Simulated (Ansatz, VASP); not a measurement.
TiGeSb in VASP and in Ansatz

```
CELL_PARAMETERS angstrom
3.66899 0.00000 0.00000
0.00000 3.66899 0.00000
0.00000 0.00000 8.14003
ATOMIC_POSITIONS crystal
Ti 0.50000 0.00000 0.24875
Ti 0.00000 0.50000 0.75125
Ge 0.00000 0.00000 0.00000
Ge 0.50000 0.50000 0.00000
Sb 0.50000 0.00000 0.61556
Sb 0.00000 0.50000 0.38444
```

Alike in both runs: task single point; functional LDA; k mesh 6 × 6 × 3; occupations fermi-dirac, width 0.05 eV; no spin polarisation.

|  | VASP | Ansatz |
| --- | --- | --- |
| version | VASP 6.6.1 | Ansatz 0.2.0 |
| potentials or method | VASP PAW LDA potentials, release 64 (Ti_sv, Ge_d, Sb), cutoff 520 eV | plane waves, PAW |
| valence electrons in the cell | 62 | 82 |

VASP gave:

| Item | Value |
| --- | --- |
| pressure (GPa) | -2.4 |
| traceless stress, the component that is largest in VASP (GPa) | -0.05 |

Task: Which values does Ansatz return?

Result: Pressure (GPa): -2.6; traceless stress, the component that is largest in VASP (GPa): -0.06.

LDA's correlation is that of Perdew and Zunger in VASP and of Perdew and Wang (1992) in Ansatz. VASP's potentials hold 62 valence electrons a cell and Ansatz's 82, so a difference there can come from the potentials and not from the codes.

Spin-orbit coupling is off throughout.
